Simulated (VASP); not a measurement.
A run of VASP 6.6.1:

File INCAR:

```
SYSTEM = CrGe4Mo
  PREC = Accurate
  ENCUT = 520
  EDIFF = 1E-7
  ISMEAR = 0
  SIGMA = 0.1
  LREAL = .False.
  LASPH = .True.
  NELM = 150
  ALGO = Normal
  ISIF = 2
  LWAVE = .False.
  LCHARG = .False.
  ISPIN = 2
  MAGMOM = 3 0 0 0 0 1
  LORBIT = 11
  LMAXMIX = 4
  GGA = PE
  NBANDS = 54
```

Contents of KPOINTS:

```
Automatic mesh
0
Gamma
  6 6 2
  0 0 0
```

POSCAR

```
CrGe4Mo
1.0
    3.2902351000      0.0000000000      0.0000000000
    0.0000000000      3.2902351000      0.0000000000
    0.0000000000      0.0000000000      8.1700603000
Cr Ge Mo
1 4 1
Direct
    0.0000000000      0.0000000000      0.0000000000
    0.0000000000      0.0000000000      0.6661190000
    0.5000000000      0.5000000000      0.1562800000
    0.0000000000      0.0000000000      0.3338810000
    0.5000000000      0.5000000000      0.8437200000
    0.5000000000      0.5000000000      0.5000000000
```

Potentials or basis: VASP PAW PBE potentials, release 64 (Cr_pv, Ge_d, Mo_sv).

The run is started by

```sh
$ cat potpaw_PBE.64/Cr_pv/POTCAR potpaw_PBE.64/Ge_d/POTCAR potpaw_PBE.64/Mo_sv/POTCAR > POTCAR
$ mpirun -np 1 vasp_std > vasp.out
```

Hardware: 1 thread of Intel(R) Xeon(R) 6975P-C (Granite Rapids), with other jobs on the host.

Question: How long does it take, and how much memory?

Answer: Wall time 110 s on 1 thread of Intel(R) Xeon(R) 6975P-C (Granite Rapids), on a shared host, peak memory 0.3 GiB. Counts: scf iterations 24, k points 20.
